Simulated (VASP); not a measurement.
Runs of VASP 6.6.1 on ZrN (rocksalt type). The structure is that of space group Fm-3m (No. 225), or close to it. The cells are those of the table. 

```tsv
cell	gap on the mesh (eV)	pressure (GPa)
a = 3.010 Å, angles 60.0°, 2 atoms	none	(a)
a = 3.243 Å, angles 60.0°, 2 atoms	none	0.3
a = 2.795 Å, angles 60.0°, 2 atoms	none	299.0
a = 3.177 Å, angles 60.0°, 2 atoms	none	19.0
```

Alike in all rows: task single point; level r2SCAN; potentials or basis VASP PAW PBE potentials, release 64 (Zr_sv, N); no spin polarisation; k mesh 15 × 15 × 15; cutoff (eV) 660; smearing fermi-dirac 0.05 eV.

**Question.** Fill in the values left out.

**Answer.** (a) 94.7.

Caveats: the PAW data sets were made with another functional, which shifts forces and pressure a little; the cell stands under pressure (at least some runs).

A k mesh can miss the band edges, and the runs leave out spin-orbit coupling on Zr.

A gap of «none» marks levels without a gap at the run's occupations.
